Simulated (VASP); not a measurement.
# W4C3 in VASP: single point with PBE

Aim: the single point of W4C3 with PBE.

Everything below comes from runs of VASP 6.6.1. Logs are shortened: lines on timing, memory, paths and dates and some standing lists are left out, and cuts for length are marked.

**1. The cell of the first run**

The cell holds a slab with vacuum, 7 atoms: a = 2.901 Å, b = 2.901 Å, c = 23.487 Å, α = 90.00°, β = 90.00°, γ = 120.00°.

**2. Single point, PBE**

The input, INCAR:

```
SYSTEM = W4C3
PREC = Accurate
ENCUT = 520
EDIFF = 1E-7
ISMEAR = -1
SIGMA = 0.05
LREAL = .False.
LASPH = .True.
NELM = 80
ALGO = Normal
ISIF = 2
LWAVE = .False.
LCHARG = .False.
LDIPOL = .True.
IDIPOL = 3
DIPOL = 0.5 0.5 0.500
GGA = PE
NBANDS = 43
```

The input, KPOINTS:

```
regular mesh
0
Gamma
  11 11 1
  0 0 0
```

The input, POSCAR:

```
W4C3
1.0
    2.9005014360      0.0000000000      0.0000000000
   -1.4502507180      2.5119079273      0.0000000000
    0.0000000000      0.0000000000     23.4870000000
W C
4 3
Direct
    0.0000000000      0.0000000000      0.3193255844
    0.0000000000      0.0000000000      0.4397751948
    0.0000000000      0.0000000000      0.5602248052
    0.0000000000      0.0000000000      0.6806744156
    0.6666666667      0.3333333334      0.3795503896
    0.6666666667      0.3333333334      0.5000000000
    0.6666666667      0.3333333334      0.6204496104
```

Potentials or basis: VASP PAW PBE potentials, release 64 (W_sv, C).

The run is started by

```
cat potpaw_PBE.64/W_sv/POTCAR potpaw_PBE.64/C/POTCAR > POTCAR
mpirun -np 1 vasp_std > vasp.out
```

OUTCAR:

```text
SYSTEM = W4C3
   PREC = Accurate
   ENCUT = 520
   EDIFF = 1E-7
   ISMEAR = -1
   LREAL = .False.
   LASPH = .True.
   NELM = 80
   ISIF = 2
   GGA = PE

 ion  position               nearest neighbor table
   1  0.000  0.000  0.319-   5 2.19   5 2.19   5 2.19   2 2.83
   2  0.000  0.000  0.440-   5 2.19   6 2.19   5 2.19   6 2.19   5 2.19   6 2.19   1 2.83   3 2.83

   3  0.000  0.000  0.560-   6 2.19   7 2.19   6 2.19   7 2.19   6 2.19   7 2.19   2 2.83   4 2.83

   4  0.000  0.000  0.681-   7 2.19   7 2.19   7 2.19   3 2.83
   5  0.667  0.333  0.380-   1 2.19   2 2.19   1 2.19   2 2.19   1 2.19   2 2.19
   6  0.667  0.333  0.500-   2 2.19   3 2.19   2 2.19   3 2.19   2 2.19   3 2.19
   7  0.667  0.333  0.620-   3 2.19   4 2.19   3 2.19   4 2.19   3 2.19   4 2.19

  LATTYP: Found a hexagonal cell.
 ALAT       =     2.9005014360
 C/A-ratio  =     8.0975653756

  Lattice vectors:

 A1 = (   2.9005014360,   0.0000000000,   0.0000000000)
 A2 = (  -1.4502507180,   2.5119079273,   0.0000000000)
 A3 = (   0.0000000000,   0.0000000000,  23.4870000000)

Analysis of symmetry for initial positions (statically):
=====================================================================
 Subroutine PRICEL returns:
 Original cell was already a primitive cell.

 Routine SETGRP: Setting up the symmetry group for a
 hexagonal supercell.

 Subroutine GETGRP returns: Found 12 space group operations
 (whereof 12 operations were pure point group operations)
 out of a pool of 24 trial point group operations.

The static configuration has the point symmetry D_3h.

Analysis of symmetry for dynamics (positions and initial velocities):
=====================================================================
 Subroutine PRICEL returns:
 Original cell was already a primitive cell.

 Routine SETGRP: Setting up the symmetry group for a
 hexagonal supercell.

 Subroutine GETGRP returns: Found 12 space group operations
 (whereof 12 operations were pure point group operations)
 out of a pool of 24 trial point group operations.

The dynamic configuration has the point symmetry D_3h.

 Subroutine INISYM returns: Found 12 space group operations
 (whereof 12 operations are pure point group operations),
 and found     1 'primitive' translations

----------------------------------------------------------------------------------------

                                     Primitive cell

  volume of cell :     171.1214

  direct lattice vectors                    reciprocal lattice vectors
     2.900501436  0.000000000  0.000000000     0.344767973  0.199051882  0.000000000
    -1.450250718  2.511907927  0.000000000     0.000000000  0.398103764  0.000000000
     0.000000000  0.000000000 23.487000000     0.000000000  0.000000000  0.042576745

  length of vectors
     2.900501436  2.900501436 23.487000000     0.398103764  0.398103764  0.042576745

  position of ions in fractional coordinates (direct lattice)
     0.000000000  0.000000000  0.319325584
     0.000000000  0.000000000  0.439775195
     0.000000000  0.000000000  0.560224805
     0.000000000  0.000000000  0.680674416
     0.666666667  0.333333333  0.379550390
     0.666666667  0.333333333  0.500000000
     0.666666667  0.333333333  0.620449610

  ion indices of the primitive-cell ions
   primitive index   ion index
                 1           1
                 2           2
                 3           3
                 4           4
                 5           5
                 6           6
                 7           7

----------------------------------------------------------------------------------------

 KPOINTS: regular mesh

Automatic generation of k-mesh.
 Grid dimensions read from file:
 generate k-points for:   11   11    1

 Generating k-lattice:

  Cartesian coordinates                     Fractional coordinates (reciprocal lattice)
     0.031342543  0.018095626  0.000000000     0.090909091  0.000000000  0.000000000
     0.000000000  0.036191251  0.000000000     0.000000000  0.090909091  0.000000000
     0.000000000  0.000000000  0.042576745     0.000000000  0.000000000  1.000000000

  Length of vectors
     0.036191251  0.036191251  0.042576745

  Shift w.r.t. Gamma in fractional coordinates (k-lattice)
     0.000000000  0.000000000  0.000000000

 Subroutine IBZKPT returns following result:
 ===========================================

 Found     16 irreducible k-points:

 Following reciprocal coordinates:
            Coordinates               Weight
  0.000000  0.000000  0.000000      1.000000
  0.090909  0.000000  0.000000      6.000000
  0.181818  0.000000  0.000000      6.000000
  0.272727  0.000000  0.000000      6.000000
  0.363636  0.000000  0.000000      6.000000
  0.454545  0.000000  0.000000      6.000000
[... 8 lines left out ...]
  0.272727  0.272727  0.000000      6.000000
  0.363636  0.272727  0.000000      6.000000
   k-points           NKPTS =     16   k-points in BZ     NKDIM =     16   number of bands    NBANDS=     43
   number of dos      NEDOS =    301   number of ions     NIONS =      7
   total plane-waves  NPLWV = 103680
   dimension x,y,z NGX =    24 NGY =   24 NGZ =  180
   dimension x,y,z NGXF=    48 NGYF=   48 NGZF=  360
   ions per type =               4   3
   NGX,Y,Z   is equivalent  to a cutoff of  13.76, 13.76, 12.74 a.u.
   NGXF,Y,Z  is equivalent  to a cutoff of  27.51, 27.51, 25.48 a.u.
 SYSTEM =  W4C3
   PREC   = accura    normal or accurate (medium, high low for compatibility)
   ISTART =      0    job   : 0-new  1-cont  2-samecut
   ICHARG =      2    charge: 1-file 2-atom 10-const
   ISPIN  =      1    spin polarized calculation?
   LNONCOLLINEAR =      F non collinear calculations
   LSORBIT =      F    spin-orbit coupling
   LASPH  =      T    aspherical Exc in radial PAW
   ENCUT  =  520.0 eV  38.22 Ry    6.18 a.u.   5.39  5.39 43.67*2*pi/ulx,y,z
   NELM   =     80;   NELMIN=  2; NELMDL= -5     # of ELM steps
   EDIFF  = 0.1E-06   stopping-criterion for ELM
   LREAL  =      F    real-space projection
   EDIFFG = 0.1E-05   stopping-criterion for IOM
   NSW    =      0    number of steps for IOM
   IBRION =     -1    ionic relax: 0-MD 1-quasi-New 2-CG
   NFREE  =      0    steps in history (QN), initial steepest desc. (CG)
   ISIF   =      2    stress and relaxation
   ISYM   =      2    0-nonsym 1-usesym 2-fastsym
   POTIM  = 0.5000    time-step for ionic-motion
   TEBEG  =    0.0;   TEEND  =   0.0 temperature during run
   PSTRESS=    0.0 pullay stress
   NELECT =      68.0000    total number of electrons
   NUPDOWN=      -1.0000    fix difference up-down
   EMIN   =  10.00;   EMAX   =-10.00  energy-range for DOS
   EFERMI =   0.00;   METHOD = LEGACY
   ISMEAR =    -1;   SIGMA  =   0.05  broadening in eV -4-tet -1-fermi 0-gaus
   EFERMI_NEDOS =   21; number of points for ismear=-14 and -15
   IALGO  =     38    algorithm
   IMIX   =      4    mixing-type and parameters
     AMIX     =   0.40;   BMIX     =  1.00
     AMIX_MAG =   1.60;   BMIX_MAG =  1.00
  volume/ion in A,a.u.               =      24.45       164.97
  Fermi-wavevector in a.u.,A,eV,Ry     =   1.203584  2.274444 19.709591  1.448614
  Thomas-Fermi vector in A             =   2.339333
   LORBIT       =      0    0 simple, 1 ext, 2 COOP (PROOUT), +10 PAW based schemes
   GGA     = PE    functional components
   LHFCALC =     F    Hartree Fock is set to
   AEXX    =    0.0000 exact exchange contribution
   IVDW    =     0    specifies the selected vdW correction
   LEPSILON=     F    determine dielectric tensor
   LRPA    =     F    only Hartree local field effects (RPA)
 non-spin polarized calculation
  energy-cutoff  :      520.00
  volume of cell :      171.12
 maximum number of plane-waves:      4671
 NGX is ok and might be reduce to    24
   NGX = 11   NGY = 11   NGZ = 87

 dipolmoment           0.000000      0.000000      0.000000 electrons x Angstroem

 number of electron      68.0000000 magnetization

 dipolmoment           0.000000      0.000000     -0.000000 electrons x Angstroem

 Free energy of the ion-electron system (eV)
  ---------------------------------------------------
  ext. energy  EPLUGINS =         0.00000000
  ---------------------------------------------------
  free energy    TOTEN  =       -77.23801071 eV

  energy without entropy =      -77.22199965  energy(sigma->0) =      -77.23000518

 E-fermi :   2.7423     XC(G=0):  -7.2106

 val. band max:        2.6841564159   @ k =   0.0909   0.0909   0.0000
 cond. band min:       2.7718667834   @ k =   0.4545   0.0909   0.0000
 fundamental gap:      0.0877103675
 Fermi energy:         2.7423346969

 k-point     1 :       0.0000    0.0000    0.0000
  band No.  band energies     occupation
      1     -71.7087      2.00000
      2     -71.6876      2.00000
      3     -71.5556      2.00000
      4     -71.5555      2.00000
      5     -36.3974      2.00000
      6     -36.1673      2.00000
[... 35 lines left out ...]
     42       5.2850      0.00000
     43       5.4853      0.00000

 k-point     2 :       0.0909    0.0000    0.0000
  band No.  band energies     occupation
      1     -71.7040      2.00000
      2     -71.6829      2.00000
      3     -71.5512      2.00000
      4     -71.5510      2.00000
      5     -36.3845      2.00000
      6     -36.1565      2.00000
[... 35 lines left out ...]
     42       5.4064      0.00000
     43       5.5006      0.00000

 k-point     3 :       0.1818    0.0000    0.0000
  band No.  band energies     occupation
      1     -71.6913      2.00000
      2     -71.6704      2.00000
      3     -71.5392      2.00000
      4     -71.5391      2.00000
      5     -36.3498      2.00000
      6     -36.1275      2.00000
[... 551 lines left out ...]
      6     -36.2219      2.00000
[... 35 lines left out ...]
     42       7.0065      0.00000
     43       8.0287      0.00000

 k-point    16 :       0.3636    0.2727    0.0000
  band No.  band energies     occupation
      1     -71.6422      2.00000
      2     -71.6218      2.00000
      3     -71.4930      2.00000
      4     -71.4929      2.00000
      5     -36.2242      2.00000
      6     -36.2131      2.00000
[... 35 lines left out ...]
     42       7.2052      0.00000
     43       7.8693      0.00000

------------------------ aborting loop because EDIFF is reached ----------------------------------------

 vacuum level on the upper side and lower side of the slab       (xc-potential included)        -0.117        -0.117

  FORCE on cell =-STRESS in cart. coord.  units (eV):
  Direction    XX          YY          ZZ          XY          YZ          ZX
  --------------------------------------------------------------------------------------
  -------------------------------------------------------------------------------------
  Total       -2.1482870     -2.1482870     -0.0921309     -0.0000000      0.0000000      0.0000000
  in kB      -20.1140044    -20.1140044     -0.8626046     -0.0000000      0.0000000      0.0000000
  external PRESSURE =     -13.6968711 kB  Pullay stress =       0.0000000 kB

 VOLUME and BASIS-vectors are now :
 -----------------------------------------------------------------------------
  energy-cutoff  :      520.00
  volume of cell :      171.12
      direct lattice vectors                 reciprocal lattice vectors
     2.900501436  0.000000000  0.000000000     0.344767973  0.199051882  0.000000000
    -1.450250718  2.511907927  0.000000000     0.000000000  0.398103764  0.000000000
     0.000000000  0.000000000 23.487000000     0.000000000  0.000000000  0.042576745

 POSITION                                       TOTAL-FORCE (eV/Angst)
 -----------------------------------------------------------------------------------
      0.00000      0.00000      7.50000         0.000000     -0.000000      0.680071
      0.00000      0.00000     10.32900         0.000000      0.000000     -0.385812
      0.00000      0.00000     13.15800        -0.000000      0.000000      0.385812
      0.00000      0.00000     15.98700         0.000000     -0.000000     -0.680071
      1.45025      0.83730      8.91450        -0.000000      0.000000     -0.820702
      1.45025      0.83730     11.74350        -0.000000      0.000000     -0.000000
      1.45025      0.83730     14.57250        -0.000000      0.000000      0.820702
 -----------------------------------------------------------------------------------
    total drift:                               -0.000000     -0.000000     -0.000000

  FREE ENERGIE OF THE ION-ELECTRON SYSTEM (eV)
  ---------------------------------------------------
  free  energy   TOTEN  =       -77.2380107077 eV

  energy  without entropy=      -77.2219996488  energy(sigma->0) =      -77.23000518

 vacuum level on the upper side and lower side of the slab         7.429         7.429
```

Wall time 5.3 min (1 thread of Intel Xeon 6455B, shared host); peak memory 0.35 GiB.

What came out:

```
Free energy            : -77.2380 eV
Largest force          : 0.821 eV/Å
Band gap on the k mesh : zero (bands 34 and 35 overlap by 0.69 eV)
```

Forces in eV/Å, atoms in the order of the input:
```
W    0.000  0.000  0.680
W    0.000  0.000 -0.386
W    0.000  0.000  0.386
W    0.000  0.000 -0.680
C    0.000  0.000 -0.821
C    0.000  0.000  0.000
C    0.000  0.000  0.821
```

Caveat: spin-orbit coupling is left out, which moves the levels of the heavy elements.
